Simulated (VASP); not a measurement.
# Pt (P6/mmm) in VASP: single point with LDA

Aim: the single point of Pt with LDA.

Program: VASP 6.6.1. These are calculated values, not measurements. Logs are shortened: lines on timing, memory, paths and dates and some standing lists are left out, and cuts for length are marked.

### Step 1. The cell of the first run

Symmetry: P6/mmm, No. 191, hexagonal system. The conventional cell has a = 4.186 Å, b = 4.186 Å, c = 2.661 Å, α = 90.00°, β = 90.00°, γ = 120.00°. Pt (site symmetry 6/mmm) has 2 Pt at 2.66 Å within 3.5 Å.

### Step 2. Single point, LDA

The input, INCAR:

```
SYSTEM = Pt
ALGO = Normal ; EDIFF = 1E-6
ENCUT = 500 ; GGA_COMPAT = .FALSE.
ISIF = 2 ; ISMEAR = -1
LASPH = .TRUE. ; LCHARG = .FALSE.
LREAL = .FALSE. ; LWAVE = .FALSE.
NBANDS = 11 ; NELM = 120
PREC = Accurate ; SIGMA = 0.1
```

The input, KPOINTS:

```
k-points
0
G
  6 6 9
  0 0 0
```

The input, POSCAR:

```
Pt
1.0
    4.1860000000      0.0000000000      0.0000000000
   -2.0930000000      3.6251823400      0.0000000000
    0.0000000000      0.0000000000      2.6610000000
Pt
1
Direct
    0.0000000000      0.0000000000      0.0000000000
```

Potentials or basis: VASP PAW LDA potentials, release 64 (Pt).

The run is started by

```bash
$ cat potpaw_LDA.64/Pt/POTCAR > POTCAR
$ mpirun -np 1 vasp_std > vasp.out
```

OUTCAR:

```text
SYSTEM = Pt
   EDIFF = 1E-6
   ENCUT = 500
   ISIF = 2
   ISMEAR = -1
   LASPH = .TRUE.
   LREAL = .FALSE.
   NELM = 120
   PREC = Accurate

 ion  position               nearest neighbor table
   1  0.000  0.000  0.000-

  LATTYP: Found a hexagonal cell.
 ALAT       =     4.1860000000
 C/A-ratio  =     0.6356903966

  Lattice vectors:

 A1 = (   4.1860000000,   0.0000000000,   0.0000000000)
 A2 = (  -2.0930000000,   3.6251823400,   0.0000000000)
 A3 = (   0.0000000000,   0.0000000000,   2.6610000000)

Analysis of symmetry for initial positions (statically):
=====================================================================
 Subroutine PRICEL returns:
 Original cell was already a primitive cell.

 Routine SETGRP: Setting up the symmetry group for a
 hexagonal supercell.

 Subroutine GETGRP returns: Found 24 space group operations
 (whereof 24 operations were pure point group operations)
 out of a pool of 24 trial point group operations.

The static configuration has the point symmetry D_6h.

Analysis of symmetry for dynamics (positions and initial velocities):
=====================================================================
 Subroutine PRICEL returns:
 Original cell was already a primitive cell.

 Routine SETGRP: Setting up the symmetry group for a
 hexagonal supercell.

 Subroutine GETGRP returns: Found 24 space group operations
 (whereof 24 operations were pure point group operations)
 out of a pool of 24 trial point group operations.

The dynamic configuration has the point symmetry D_6h.

 Subroutine INISYM returns: Found 24 space group operations
 (whereof 24 operations are pure point group operations),
 and found     1 'primitive' translations

----------------------------------------------------------------------------------------

                                     Primitive cell

  volume of cell :      40.3807

  direct lattice vectors                    reciprocal lattice vectors
     4.186000000  0.000000000  0.000000000     0.238891543  0.137924097  0.000000000
    -2.093000000  3.625182340  0.000000000     0.000000000  0.275848194  0.000000000
     0.000000000  0.000000000  2.661000000     0.000000000  0.000000000  0.375798572

  length of vectors
     4.186000000  4.186000000  2.661000000     0.275848194  0.275848194  0.375798572

  position of ions in fractional coordinates (direct lattice)
     0.000000000  0.000000000  0.000000000

  ion indices of the primitive-cell ions
   primitive index   ion index
[... 73 lines left out ...]
   EDIFF  = 0.1E-05   stopping-criterion for ELM
   LREAL  =      F    real-space projection
   EDIFFG = 0.1E-04   stopping-criterion for IOM
   NSW    =      0    number of steps for IOM
   IBRION =     -1    ionic relax: 0-MD 1-quasi-New 2-CG
   NFREE  =      0    steps in history (QN), initial steepest desc. (CG)
   ISIF   =      2    stress and relaxation
   ISYM   =      2    0-nonsym 1-usesym 2-fastsym
   POTIM  = 0.5000    time-step for ionic-motion
   TEBEG  =    0.0;   TEEND  =   0.0 temperature during run
   PSTRESS=    0.0 pullay stress
   NELECT =      10.0000    total number of electrons
   NUPDOWN=      -1.0000    fix difference up-down
   EMIN   =  10.00;   EMAX   =-10.00  energy-range for DOS
   EFERMI =   0.00;   METHOD = LEGACY
   ISMEAR =    -1;   SIGMA  =   0.10  broadening in eV -4-tet -1-fermi 0-gaus
   EFERMI_NEDOS =   21; number of points for ismear=-14 and -15
   IALGO  =     38    algorithm
   IMIX   =      4    mixing-type and parameters
     AMIX     =   0.40;   BMIX     =  1.00
     AMIX_MAG =   1.60;   BMIX_MAG =  1.00
  volume/ion in A,a.u.               =      40.38       272.50
  Fermi-wavevector in a.u.,A,eV,Ry     =   1.028056  1.942744 14.379991  1.056899
  Thomas-Fermi vector in A             =   2.162033
   LORBIT       =      0    0 simple, 1 ext, 2 COOP (PROOUT), +10 PAW based schemes
   GGA     = CA    functional components
   LHFCALC =     F    Hartree Fock is set to
   AEXX    =    0.0000 exact exchange contribution
   IVDW    =     0    specifies the selected vdW correction
   LEPSILON=     F    determine dielectric tensor
   LRPA    =     F    only Hartree local field effects (RPA)
 non-spin polarized calculation
  energy-cutoff  :      500.00
  volume of cell :       40.38
 maximum number of plane-waves:      1078
 NGX is ok and might be reduce to    32
   NGX = 15   NGY = 15   NGZ =  9

 number of electron      10.0000003 magnetization

 Free energy of the ion-electron system (eV)
  ---------------------------------------------------
  ext. energy  EPLUGINS =         0.00000000
  ---------------------------------------------------
  free energy    TOTEN  =        -3.85328958 eV

  energy without entropy =       -3.74320424  energy(sigma->0) =       -3.79824691

 E-fermi :  -0.2500     XC(G=0):  -8.3852

 val. band max:       -0.2971361610   @ k =   0.3333   0.1667   0.1111
 cond. band min:      -0.2457494950   @ k =   0.3333  -0.0000   0.4444
 fundamental gap:      0.0513866660
 Fermi energy:        -0.2500463425

 k-point     1 :       0.0000    0.0000    0.0000
  band No.  band energies     occupation
      1      -5.0540      2.00000
      2      -2.6373      2.00000
      3      -1.3030      1.99995
      4      -1.3030      1.99995
      5       0.0881      0.06576
      6       0.0881      0.06576
      7       7.9828      0.00000
      8       7.9828      0.00000
      9      11.3773      0.00000
     10      11.7534      0.00000
     11      13.4853      0.00000
[... 309 lines left out ...]
 k-point    24 :       0.3333   -0.0000    0.3333
  band No.  band energies     occupation
      1      -2.3246      2.00000
      2      -2.0942      2.00000
      3      -1.0974      1.99958
      4      -0.8328      1.99413
      5      -0.6257      1.95433
      6       0.3361      0.00568
      7       6.3142      0.00000
      8      10.0706      0.00000
      9      10.0761      0.00000
     10      11.6154      0.00000
     11      14.4301      0.00000

 [... further k-points ...]
[... 5 lines left out ...]
  --------------------------------------------------------------------------------------
  -------------------------------------------------------------------------------------
  Total       -1.9088639     -1.9088639     -6.1797684      0.0000000      0.0000000      0.0000000
  in kB      -75.7376088    -75.7376088   -245.1934292      0.0000000      0.0000000      0.0000000
  external PRESSURE =    -132.2228823 kB  Pullay stress =       0.0000000 kB

 VOLUME and BASIS-vectors are now :
 -----------------------------------------------------------------------------
  energy-cutoff  :      500.00
  volume of cell :       40.38
      direct lattice vectors                 reciprocal lattice vectors
     4.186000000  0.000000000  0.000000000     0.238891543  0.137924097  0.000000000
    -2.093000000  3.625182340  0.000000000     0.000000000  0.275848194  0.000000000
     0.000000000  0.000000000  2.661000000     0.000000000  0.000000000  0.375798572

 POSITION                                       TOTAL-FORCE (eV/Angst)
 -----------------------------------------------------------------------------------
      0.00000      0.00000      0.00000         0.000000      0.000000      0.000000
 -----------------------------------------------------------------------------------
    total drift:                               -0.000000     -0.000000      0.000000

  FREE ENERGIE OF THE ION-ELECTRON SYSTEM (eV)
  ---------------------------------------------------
  free  energy   TOTEN  =        -3.8532895761 eV

  energy  without entropy=       -3.7432042446  energy(sigma->0) =       -3.79824691
```

It took 5.8 s on 1 thread of Intel Xeon 6975P-C, shared host; peak memory 0.14 GiB.

Results:

| Property | Result |
| --- | --- |
| Free energy | -3.8533 eV |
| Pressure | -13.2 GPa |
| Band gap on the k mesh | zero (band 5 reaches 0.09 eV, above the bottom of band 6 at -1.07 eV) |

Stress tensor (GPa, compression positive):
```
 -7.57   0.00   0.00
  0.00  -7.57   0.00
  0.00   0.00 -24.52
```

Caveat: spin-orbit coupling is left out, which moves the levels of the heavy elements.
